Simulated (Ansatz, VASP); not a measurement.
K in VASP and in Ansatz

INCAR

```
SYSTEM = K
  PREC = Accurate
  ENCUT = 520
  EDIFF = 1E-6
  ISMEAR = -1
  SIGMA = 0.08
  LREAL = .False.
  LASPH = .True.
  NELM = 80
  ALGO = Normal
  ISIF = 2
  LWAVE = .False.
  LCHARG = .False.
  GGA = CA
  NBANDS = 10
```

File KPOINTS:

```
regular mesh
0
Gamma
  12 12 12
  0 0 0
```

Contents of POSCAR:

```
K
1.0
    0.0000000000      2.5574086735      2.5574086735
    2.5574086735      0.0000000000      2.5574086735
    2.5574086735      2.5574086735      0.0000000000
K
1
Direct
    0.0000000000      0.0000000000      0.0000000000
```

Input for Ansatz:

```yaml
crystal:
  lattice:
    - [0.0, 2.5574086735, 2.5574086735]
    - [2.5574086735, 0.0, 2.5574086735]
    - [2.5574086735, 2.5574086735, 0.0]
  atoms:
    - { symbol: K, position: [0.0, 0.0, 0.0] }
kpoints:
  mp_grid: { grid: [12, 12, 12] }
scf:
  occupations: { method: fermi_dirac, width: 0.08 }
hamiltonian:
  xc: lda
  pseudopotentials: { kind: all_electron, lapw: { basis_error: 0.001 } }
output:
  forces: true
  stress: true
  eigenvalues: true
  populations: true
```

Change from the starting cell: volume scaled by 0.52, LAPW.

Alike in both runs: task single point; functional LDA; k mesh 12 × 12 × 12; occupations fermi-dirac, width 0.08 eV; no spin polarisation.

```csv
,VASP,Ansatz
version,VASP 6.6.1,Ansatz 0.2.0
potentials or method,"VASP PAW LDA potentials, release 64 (K_sv), cutoff 520 eV","all-electron LAPW, scalar-relativistic"
```

|  | VASP | Ansatz | Ansatz less VASP |
| --- | --- | --- | --- |
| pressure (GPa) | 9.4 | 9.4 | -0.01 |

LDA's correlation is that of Perdew and Zunger in VASP and of Perdew and Wang (1992) in Ansatz. Ansatz ran all-electron here, and VASP with PAW potentials.
